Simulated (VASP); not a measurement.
# Ru (P6_3/mmc) in VASP: further runs

The runs below take Ru through single point, with LDA.

Everything below comes from runs of VASP 6.6.1. Logs are shortened: lines on timing, memory, paths and dates and some standing lists are left out, and cuts for length are marked.

### Step 1. The cell of the first run

Symmetry: P6_3/mmc, No. 194, hexagonal system. The conventional cell has a = 2.674 Å, b = 2.674 Å, c = 4.226 Å, α = 90.00°, β = 90.00°, γ = 120.00°. Ru (site symmetry -6m2) has 12 Ru at 2.62 to 2.67 Å within 3.5 Å.

### Step 2. Single point, LDA (13.09 Å³/atom)

INCAR

```
  ALGO = Normal
  EDIFF = 1E-6
  ENCUT = 500
  GGA_COMPAT = False
  ISIF = 2
  ISMEAR = -1
  LASPH = True
  LCHARG = False
  LREAL = False
  LWAVE = False
  NBANDS = 21
  NELM = 120
  PREC = Accurate
  SIGMA = 0.08
```

KPOINTS

```
k-points
0
Gamma
  18 18 10
```

POSCAR

```
Ru
1.0
    2.6744806831      0.0000000000      0.0000000000
   -1.3372403416      2.3161682135      0.0000000000
    0.0000000000      0.0000000000      4.2258933176
Ru
2
Direct
    0.3333333333      0.6666666667      0.2500000000
    0.6666666667      0.3333333333      0.7500000000
```

Potentials or basis: VASP PAW LDA potentials, release 64 (Ru_pv).

Launch:

```sh
$ cat potpaw_LDA.64/Ru_pv/POTCAR > POTCAR
$ mpirun -np 1 vasp_std > vasp.out
```

OUTCAR:

```text
EDIFF = 1E-6
   ENCUT = 500
   ISIF = 2
   ISMEAR = -1
   LASPH = True
   LREAL = False
   NELM = 120
   PREC = Accurate

 ion  position               nearest neighbor table
   1  0.333  0.667  0.250-   2 2.62   2 2.62   2 2.62   2 2.62   2 2.62   2 2.62
   2  0.667  0.333  0.750-   1 2.62   1 2.62   1 2.62   1 2.62   1 2.62   1 2.62

  LATTYP: Found a hexagonal cell.
 ALAT       =     2.6744806831
 C/A-ratio  =     1.5800799551

  Lattice vectors:

 A1 = (   2.6744806831,   0.0000000000,   0.0000000000)
 A2 = (  -1.3372403416,   2.3161682135,   0.0000000000)
 A3 = (   0.0000000000,   0.0000000000,   4.2258933176)

Analysis of symmetry for initial positions (statically):
=====================================================================
 Subroutine PRICEL returns:
 Original cell was already a primitive cell.

 Routine SETGRP: Setting up the symmetry group for a
 hexagonal supercell.

 Subroutine GETGRP returns: Found 24 space group operations
 (whereof 12 operations were pure point group operations)
 out of a pool of 24 trial point group operations.

The static configuration has the point symmetry D_3d.
 The point group associated with its full space group is D_6h.

Analysis of symmetry for dynamics (positions and initial velocities):
=====================================================================
 Subroutine PRICEL returns:
 Original cell was already a primitive cell.

 Routine SETGRP: Setting up the symmetry group for a
 hexagonal supercell.

 Subroutine GETGRP returns: Found 24 space group operations
 (whereof 12 operations were pure point group operations)
 out of a pool of 24 trial point group operations.

The dynamic configuration has the point symmetry D_3d.
 The point group associated with its full space group is D_6h.

 Subroutine INISYM returns: Found 24 space group operations
 (whereof 12 operations are pure point group operations),
 and found     1 'primitive' translations

----------------------------------------------------------------------------------------

                                     Primitive cell

  volume of cell :      26.1775

  direct lattice vectors                    reciprocal lattice vectors
     2.674480683  0.000000000  0.000000000     0.373904364  0.215873785  0.000000000
    -1.337240342  2.316168214  0.000000000     0.000000000  0.431747571  0.000000000
     0.000000000  0.000000000  4.225893318     0.000000000  0.000000000  0.236636357

  length of vectors
     2.674480683  2.674480683  4.225893318     0.431747571  0.431747571  0.236636357

  position of ions in fractional coordinates (direct lattice)
     0.333333333  0.666666667  0.250000000
     0.666666667  0.333333333  0.750000000

  ion indices of the primitive-cell ions
   primitive index   ion index
                 1           1
                 2           2

----------------------------------------------------------------------------------------

 KPOINTS: k-points

Automatic generation of k-mesh.
 Grid dimensions read from file:
 generate k-points for:   18   18   10

 Generating k-lattice:

  Cartesian coordinates                     Fractional coordinates (reciprocal lattice)
     0.020772465  0.011992988  0.000000000     0.055555556  0.000000000  0.000000000
     0.000000000  0.023985976  0.000000000     0.000000000  0.055555556  0.000000000
     0.000000000  0.000000000  0.023663636     0.000000000  0.000000000  0.100000000

  Length of vectors
     0.023985976  0.023985976  0.023663636

  Shift w.r.t. Gamma in fractional coordinates (k-lattice)
     0.000000000  0.000000000  0.000000000

 Subroutine IBZKPT returns following result:
 ===========================================

 Found    222 irreducible k-points:

 Following reciprocal coordinates:
            Coordinates               Weight
  0.000000  0.000000  0.000000      1.000000
  0.055556 -0.000000  0.000000      6.000000
  0.111111 -0.000000  0.000000      6.000000
  0.166667  0.000000  0.000000      6.000000
  0.222222 -0.000000  0.000000      6.000000
  0.277778 -0.000000  0.000000      6.000000
[... 16 lines left out ...]
  0.333333  0.111111  0.000000     12.000000
  0.388889  0.111111  0.000000     12.000000
 [... further k-points ...]
   k-points           NKPTS =    222   k-points in BZ     NKDIM =    222   number of bands    NBANDS=     21
   number of dos      NEDOS =    301   number of ions     NIONS =      2
   total plane-waves  NPLWV =  12800
   dimension x,y,z NGX =    20 NGY =   20 NGZ =   32
   dimension x,y,z NGXF=    40 NGYF=   40 NGZF=   64
   ions per type =               2
   NGX,Y,Z   is equivalent  to a cutoff of  12.43, 12.43, 12.59 a.u.
   NGXF,Y,Z  is equivalent  to a cutoff of  24.86, 24.86, 25.18 a.u.
 SYSTEM =  unknown system
   PREC   = accura    normal or accurate (medium, high low for compatibility)
   ISTART =      0    job   : 0-new  1-cont  2-samecut
   ICHARG =      2    charge: 1-file 2-atom 10-const
   ISPIN  =      1    spin polarized calculation?
   LNONCOLLINEAR =      F non collinear calculations
   LSORBIT =      F    spin-orbit coupling
   LASPH  =      T    aspherical Exc in radial PAW
   ENCUT  =  500.0 eV  36.75 Ry    6.06 a.u.   4.88  4.88  7.70*2*pi/ulx,y,z
   NELM   =    120;   NELMIN=  2; NELMDL= -5     # of ELM steps
   EDIFF  = 0.1E-05   stopping-criterion for ELM
   LREAL  =      F    real-space projection
   EDIFFG = 0.1E-04   stopping-criterion for IOM
   NSW    =      0    number of steps for IOM
   IBRION =     -1    ionic relax: 0-MD 1-quasi-New 2-CG
   NFREE  =      0    steps in history (QN), initial steepest desc. (CG)
   ISIF   =      2    stress and relaxation
   ISYM   =      2    0-nonsym 1-usesym 2-fastsym
   POTIM  = 0.5000    time-step for ionic-motion
   TEBEG  =    0.0;   TEEND  =   0.0 temperature during run
   PSTRESS=    0.0 pullay stress
   NELECT =      28.0000    total number of electrons
   NUPDOWN=      -1.0000    fix difference up-down
   EMIN   =  10.00;   EMAX   =-10.00  energy-range for DOS
   EFERMI =   0.00;   METHOD = LEGACY
   ISMEAR =    -1;   SIGMA  =   0.08  broadening in eV -4-tet -1-fermi 0-gaus
   EFERMI_NEDOS =   21; number of points for ismear=-14 and -15
   IALGO  =     38    algorithm
   IMIX   =      4    mixing-type and parameters
     AMIX     =   0.40;   BMIX     =  1.00
     AMIX_MAG =   1.60;   BMIX_MAG =  1.00
  volume/ion in A,a.u.               =      13.09        88.33
  Fermi-wavevector in a.u.,A,eV,Ry     =   1.674242  3.163858 38.138289  2.803085
  Thomas-Fermi vector in A             =   2.759072
   LORBIT       =      0    0 simple, 1 ext, 2 COOP (PROOUT), +10 PAW based schemes
   GGA     = CA    functional components
   LHFCALC =     F    Hartree Fock is set to
   AEXX    =    0.0000 exact exchange contribution
   IVDW    =     0    specifies the selected vdW correction
   LEPSILON=     F    determine dielectric tensor
   LRPA    =     F    only Hartree local field effects (RPA)
 non-spin polarized calculation
  energy-cutoff  :      500.00
  volume of cell :       26.18
 maximum number of plane-waves:       693
 NGX is ok and might be reduce to    20
   NGX =  9   NGY =  9   NGZ = 15

 number of electron      27.9999992 magnetization

 Free energy of the ion-electron system (eV)
  ---------------------------------------------------
  ext. energy  EPLUGINS =         0.00000000
  ---------------------------------------------------
  free energy    TOTEN  =       -21.40661586 eV

  energy without entropy =      -21.37332964  energy(sigma->0) =      -21.38997275

 E-fermi :  13.3850     XC(G=0): -14.6063

 val. band max:       13.3716110583   @ k =   0.1667   0.1111   0.3000
 cond. band min:      13.3909514170   @ k =   0.4444   0.1111   0.5000
 fundamental gap:      0.0193403587
 Fermi energy:        13.3849919082

 k-point     1 :       0.0000    0.0000    0.0000
  band No.  band energies     occupation
      1     -30.2298      2.00000
      2     -29.1576      2.00000
      3     -29.1576      2.00000
      4     -28.9625      2.00000
      5     -28.9625      2.00000
      6     -28.9147      2.00000
[... 13 lines left out ...]
     20      23.3255      0.00000
     21      24.1444      0.00000

 k-point     2 :       0.0556   -0.0000    0.0000
  band No.  band energies     occupation
      1     -30.2177      2.00000
      2     -29.1835      2.00000
      3     -29.1664      2.00000
      4     -28.9897      2.00000
      5     -28.9660      2.00000
      6     -28.9203      2.00000
[... 13 lines left out ...]
     20      23.3255      0.00000
     21      24.1271      0.00000

 k-point     3 :       0.1111   -0.0000    0.0000
  band No.  band energies     occupation
      1     -30.1821      2.00000
      2     -29.2583      2.00000
      3     -29.1913      2.00000
      4     -29.0670      2.00000
      5     -28.9762      2.00000
      6     -28.9372      2.00000
[... 13 lines left out ...]
     20      23.3255      0.00000
     21      24.0689      0.00000

 k-point     4 :       0.1667    0.0000    0.0000
  band No.  band energies     occupation
      1     -30.1252      2.00000
      2     -29.3727      2.00000
      3     -29.2284      2.00000
      4     -29.1832      2.00000
      5     -28.9928      2.00000
      6     -28.9654      2.00000
[... 13 lines left out ...]
     20      23.3256      0.00000
     21      23.9633      0.00000

 k-point     5 :       0.2222   -0.0000    0.0000
  band No.  band energies     occupation
      1     -30.0505      2.00000
      2     -29.5130      2.00000
      3     -29.3220      2.00000
      4     -29.2725      2.00000
      5     -29.0142      2.00000
      6     -29.0049      2.00000
[... 13 lines left out ...]
     20      23.3254      0.00000
     21      23.8234      0.00000
[... 382 lines left out ...]
     20      23.3253      0.00000
     21      23.7488      0.00000

 k-point    22 :       0.2778    0.1111    0.0000
  band No.  band energies     occupation
      1     -29.8418      2.00000
      2     -29.7863      2.00000
      3     -29.6314      2.00000
      4     -29.3764      2.00000
      5     -29.1308      2.00000
      6     -29.1196      2.00000
[... 13 lines left out ...]
     20      23.6868      0.00000
     21      23.7163      0.00000

 k-point    23 :       0.3333    0.1111    0.0000
  band No.  band energies     occupation
      1     -29.8926      2.00000
      2     -29.7517      2.00000
      3     -29.7028      2.00000
      4     -29.4303      2.00000
      5     -29.1935      2.00000
      6     -29.1436      2.00000
[... 13 lines left out ...]
     20      23.3254      0.00000
     21      24.4952      0.00000

 k-point    24 :       0.3889    0.1111    0.0000
  band No.  band energies     occupation
      1     -29.9616      2.00000
      2     -29.7493      2.00000
      3     -29.6786      2.00000
      4     -29.4649      2.00000
      5     -29.2486      2.00000
      6     -29.1593      2.00000
[... 13 lines left out ...]
     20      23.3247      0.00000
     21      24.8285      0.00000

 [... further k-points ...]
[... 5 lines left out ...]
  --------------------------------------------------------------------------------------
  -------------------------------------------------------------------------------------
  Total        0.1653861      0.1653861      0.1766126     -0.0000000      0.0000000      0.0000000
  in kB       10.1223518     10.1223518     10.8094625     -0.0000000      0.0000000      0.0000000
  external PRESSURE =      10.3513887 kB  Pullay stress =       0.0000000 kB

 VOLUME and BASIS-vectors are now :
 -----------------------------------------------------------------------------
  energy-cutoff  :      500.00
  volume of cell :       26.18
      direct lattice vectors                 reciprocal lattice vectors
     2.674480683  0.000000000  0.000000000     0.373904364  0.215873785  0.000000000
    -1.337240342  2.316168214  0.000000000     0.000000000  0.431747571  0.000000000
     0.000000000  0.000000000  4.225893318     0.000000000  0.000000000  0.236636357

 POSITION                                       TOTAL-FORCE (eV/Angst)
 -----------------------------------------------------------------------------------
     -0.00000      1.54411      1.05647        -0.000000      0.000000      0.000000
      1.33724      0.77206      3.16942         0.000000     -0.000000      0.000000
 -----------------------------------------------------------------------------------
    total drift:                               -0.000000      0.000000     -0.000000

  FREE ENERGIE OF THE ION-ELECTRON SYSTEM (eV)
  ---------------------------------------------------
  free  energy   TOTEN  =       -21.4066158614 eV

  energy  without entropy=      -21.3733296435  energy(sigma->0) =      -21.38997275
```

It took 37 s on 1 thread of Intel Xeon 6975P-C (Granite Rapids), shared host; peak memory 0.19 GiB.

Results:

| Item | Value |
| --- | --- |
| Free energy | -21.4066 eV |
| Pressure | 1.0 GPa |
| Band gap on the k mesh | zero (bands 14 and 15 overlap by 3.32 eV) |

Levels at points of the mesh, in eV from the Fermi level:
```tsv
k point	band 10	band 11	band 12	band 13	band 14	band 15	band 16	band 17	band 18	band 19
(0.00, 0.00, 0.00)	-2.77	-2.56	-2.04	-2.04	-1.49	-1.49	1.26	1.26	1.35	9.93
(0.50, 0.00, 0.00)	-3.22	-2.18	-1.87	-1.60	1.52	1.97	2.06	4.28	6.38	9.94
(0.00, 0.00, 0.50)	-2.94	-2.94	-2.94	-2.84	-2.84	0.59	0.59	0.59	0.59	9.94
(0.50, 0.00, 0.50)	-4.80	-1.13	-1.13	0.47	0.47	1.80	1.80	3.54	3.54	9.94
```

### Step 3. Single point, LDA (13.09 Å³/atom)

INCAR

```
PREC = Accurate
ENCUT = 500
EDIFF = 1E-6
ISMEAR = -1
SIGMA = 0.08
LREAL = False
LASPH = True
NELM = 120
ALGO = Normal
ISIF = 2
LWAVE = False
LCHARG = True
GGA = CA
LELF = True
LVHAR = True
NBANDS = 21
GGA_COMPAT = False
```

KPOINTS

```
regular mesh
0
Gamma
  18 18 10
```

POSCAR is that of step 2.

Potentials or basis: VASP PAW LDA potentials, release 64 (Ru_pv).

Launch:

```sh
$ cat potpaw_LDA.64/Ru_pv/POTCAR > POTCAR
$ mpirun -np 1 vasp_std > vasp.out
```

OUTCAR:

```text
PREC = Accurate
   ENCUT = 500
   EDIFF = 1E-6
   ISMEAR = -1
   LREAL = False
   LASPH = True
   NELM = 120
   ISIF = 2
   GGA = CA

 ion  position               nearest neighbor table
   1  0.333  0.667  0.250-   2 2.62   2 2.62   2 2.62   2 2.62   2 2.62   2 2.62
   2  0.667  0.333  0.750-   1 2.62   1 2.62   1 2.62   1 2.62   1 2.62   1 2.62

  LATTYP: Found a hexagonal cell.
 ALAT       =     2.6744806831
 C/A-ratio  =     1.5800799551

  Lattice vectors:

 A1 = (   2.6744806831,   0.0000000000,   0.0000000000)
 A2 = (  -1.3372403416,   2.3161682135,   0.0000000000)
 A3 = (   0.0000000000,   0.0000000000,   4.2258933176)

Analysis of symmetry for initial positions (statically):
=====================================================================
 Subroutine PRICEL returns:
 Original cell was already a primitive cell.

 Routine SETGRP: Setting up the symmetry group for a
 hexagonal supercell.

 Subroutine GETGRP returns: Found 24 space group operations
 (whereof 12 operations were pure point group operations)
[... 153 lines left out ...]
 NGX is ok and might be reduce to    20
   NGX =  9   NGY =  9   NGZ = 15

 number of electron      27.9999992 magnetization

 Free energy of the ion-electron system (eV)
  ---------------------------------------------------
  ext. energy  EPLUGINS =         0.00000000
  ---------------------------------------------------
  free energy    TOTEN  =       -21.40661586 eV

  energy without entropy =      -21.37332964  energy(sigma->0) =      -21.38997275

 E-fermi :  13.3850     XC(G=0): -14.6063

 val. band max:       13.3716110583   @ k =   0.1667   0.1111   0.3000
 cond. band min:      13.3909514170   @ k =   0.4444   0.1111   0.5000
 fundamental gap:      0.0193403587
 Fermi energy:        13.3849919082

 k-point     1 :       0.0000    0.0000    0.0000
  band No.  band energies     occupation
      1     -30.2298      2.00000
      2     -29.1576      2.00000
      3     -29.1576      2.00000
      4     -28.9625      2.00000
      5     -28.9625      2.00000
      6     -28.9147      2.00000
[... 565 lines left out ...]
     20      23.3247      0.00000
     21      24.8285      0.00000

 [... further k-points ...]
[... 5 lines left out ...]
  --------------------------------------------------------------------------------------
  -------------------------------------------------------------------------------------
  Total        0.1653861      0.1653861      0.1766126     -0.0000000      0.0000000      0.0000000
  in kB       10.1223518     10.1223518     10.8094625     -0.0000000      0.0000000      0.0000000
  external PRESSURE =      10.3513887 kB  Pullay stress =       0.0000000 kB

 VOLUME and BASIS-vectors are now :
 -----------------------------------------------------------------------------
  energy-cutoff  :      500.00
  volume of cell :       26.18
      direct lattice vectors                 reciprocal lattice vectors
     2.674480683  0.000000000  0.000000000     0.373904364  0.215873785  0.000000000
    -1.337240342  2.316168214  0.000000000     0.000000000  0.431747571  0.000000000
     0.000000000  0.000000000  4.225893318     0.000000000  0.000000000  0.236636357

 POSITION                                       TOTAL-FORCE (eV/Angst)
 -----------------------------------------------------------------------------------
     -0.00000      1.54411      1.05647        -0.000000      0.000000      0.000000
      1.33724      0.77206      3.16942         0.000000     -0.000000      0.000000
 -----------------------------------------------------------------------------------
    total drift:                               -0.000000      0.000000     -0.000000

  FREE ENERGIE OF THE ION-ELECTRON SYSTEM (eV)
  ---------------------------------------------------
  free  energy   TOTEN  =       -21.4066158614 eV

  energy  without entropy=      -21.3733296435  energy(sigma->0) =      -21.38997275
```

OSZICAR:

```text
N       E                     dE             d eps       ncg     rms          rms(c)
DAV:   1     0.282696579276E+03    0.28270E+03   -0.17140E+04  9340   0.145E+03
DAV:   2    -0.169535434924E+02   -0.29965E+03   -0.29031E+03  9534   0.442E+02
DAV:   3    -0.228109653422E+02   -0.58574E+01   -0.58250E+01 10994   0.696E+01
DAV:   4    -0.228555202825E+02   -0.44555E-01   -0.44485E-01 11669   0.580E+00
DAV:   5    -0.228560191333E+02   -0.49885E-03   -0.49474E-03 10551   0.554E-01    0.201E+01
DAV:   6    -0.215099941557E+02    0.13460E+01   -0.30369E+00 10774   0.167E+01    0.553E+00
DAV:   7    -0.214182604274E+02    0.91734E-01   -0.43259E-01 10649   0.471E+00    0.118E+00
DAV:   8    -0.214070942368E+02    0.11166E-01   -0.17273E-02 10184   0.128E+00    0.349E-01
DAV:   9    -0.214065925827E+02    0.50165E-03   -0.55272E-04 10669   0.249E-01    0.274E-02
DAV:  10    -0.214066164654E+02   -0.23883E-04   -0.17644E-05 10444   0.435E-02    0.914E-03
DAV:  11    -0.214066158614E+02    0.60396E-06   -0.40938E-06 10369   0.198E-02
   1 F= -.21406616E+02 E0= -.21389973E+02  d E =-.332862E-01
```

stdout:

```text
POSCAR found type information on POSCAR Ru
 POSCAR found :  1 types and       2 ions
 scaLAPACK will be used
 LDA part: xc-table for (Slater(with rela. corr.)+CA(PZ))
 , standard interpolation
 POSCAR, INCAR and KPOINTS ok, starting setup
 FFT: planning ... GRIDC
 FFT: planning ... GRID_SOFT
 FFT: planning ... GRID
 WAVECAR not read
 entering main loop
```

It took 37 s on 1 thread of Intel Xeon 6975P-C (Granite Rapids), shared host; peak memory 0.2 GiB.

What came out:

```
Free energy            : -21.4066 eV
Pressure               : 1.0 GPa
Band gap on the k mesh : zero (bands 14 and 15 overlap by 3.32 eV)
```

Levels at points of the mesh, in eV from the Fermi level:
```
           k point  band 10  band 11  band 12  band 13  band 14  band 15  band 16  band 17  band 18  band 19
(0.00, 0.00, 0.00)    -2.77    -2.56    -2.04    -2.04    -1.49    -1.49     1.26     1.26     1.35     9.93
(0.50, 0.00, 0.00)    -3.22    -2.18    -1.87    -1.60     1.52     1.97     2.06     4.28     6.38     9.94
(0.00, 0.00, 0.50)    -2.94    -2.94    -2.94    -2.84    -2.84     0.59     0.59     0.59     0.59     9.94
(0.50, 0.00, 0.50)    -4.80    -1.13    -1.13     0.47     0.47     1.80     1.80     3.54     3.54     9.94
```
